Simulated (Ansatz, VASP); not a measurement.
**La: VASP beside Ansatz**

```
La
1.0
    -2.13626    2.13626    2.13626
     2.13626   -2.13626    2.13626
     2.13626    2.13626   -2.13626
La
1
Direct
  0.00000 0.00000 0.00000
```

Alike in both runs: task single point; functional PBE; k mesh 6 × 6 × 6; occupations gaussian, width 0.05 eV; no spin polarisation.

|  | VASP | Ansatz |
| --- | --- | --- |
| version | VASP 6.6.1 | Ansatz 0.2.0 |
| potentials or method | VASP PAW PBE potentials, release 64 (La), cutoff 500 eV | scalar-relativistic, plane waves, PAW |
| valence electrons in the cell | 11 | 11 |

```tsv
	VASP	Ansatz	Ansatz less VASP
gap on the k mesh at the Fermi level (eV)	none	none	-
pressure (GPa)	-0.1	-0.1	+0.01
```

A gap of «none» marks a metal or a gap that the smearing closes. The functional is the same, so the differences come from potentials, cutoffs and numerics.

Spin-orbit coupling is off throughout.
